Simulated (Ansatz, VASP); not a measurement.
Given: the input of a run of Ansatz 0.2.0 on AgRh.

The input input.yaml:

```yaml
crystal:
  lattice:
    - [2.7775881998, 0.0, 0.0]
    - [-1.3887940999, 2.4054619423, 0.0]
    - [0.0, 0.0, 4.808602]
  atoms:
    - { symbol: Ag, position: [0.0, 0.0, 0.5] }
    - { symbol: Rh, position: [0.6666666667, 0.3333333333, 0.0] }
kpoints:
  mp_grid: { grid: [11, 11, 6] }
scf:
  occupations: { method: gaussian, width: 0.1 }
hamiltonian:
  xc: pbe
  pseudopotentials: { kind: all_electron, lapw: { basis_error: 0.001 } }
output:
  forces: true
  stress: true
  eigenvalues: true
```

Potentials or basis: all-electron LAPW, scalar-relativistic.

Command:

```bash
$ ansatz run input.yaml --threads 1 --pin off --max-ram 3072MiB --backend cpu --events-out ev --progress --plain --runs-dir out
```

Task: Set up the same calculation for VASP 6.6.1. Potentials there: VASP PAW PBE potentials, release 64 (Ag, Rh_pv).

Result: As run (the cutoff follows the program's own potentials):

File INCAR:

```
PREC = Accurate
ENCUT = 520
EDIFF = 1E-7
ISMEAR = 0
SIGMA = 0.1
LREAL = F
LASPH = T
NELM = 80
ALGO = Normal
ISIF = 2
LWAVE = F
LCHARG = T
GGA = PE
LELF = T
LVHAR = T
NBANDS = 20
```

File KPOINTS:

```
Automatic mesh
0
Gamma
  11 11 6
```

POSCAR

```
AgRh
1.0
    2.7775881998      0.0000000000      0.0000000000
   -1.3887940999      2.4054619423      0.0000000000
    0.0000000000      0.0000000000      4.8086020000
Ag Rh
1 1
Direct
    0.0000000000      0.0000000000      0.5000000000
    0.6666666667      0.3333333333      0.0000000000
```

Potentials or basis: VASP PAW PBE potentials, release 64 (Ag, Rh_pv).

The run is started by

```sh
$ cat potpaw_PBE.64/Ag/POTCAR potpaw_PBE.64/Rh_pv/POTCAR > POTCAR
$ mpirun -np 1 vasp_std > vasp.out
```

Both were run:

|  | VASP | Ansatz | Ansatz less VASP |
| --- | --- | --- | --- |
| gap on the k mesh at the Fermi level (eV) | none | none | - |
| pressure (GPa) | -2.4 | -2.4 | +0.07 |
| traceless stress, the component that is largest in VASP (GPa) | -0.50 | -0.53 | -0.029 |

A gap of «none» marks a metal or a gap that the smearing closes. Ansatz ran all-electron here, and VASP with PAW potentials.
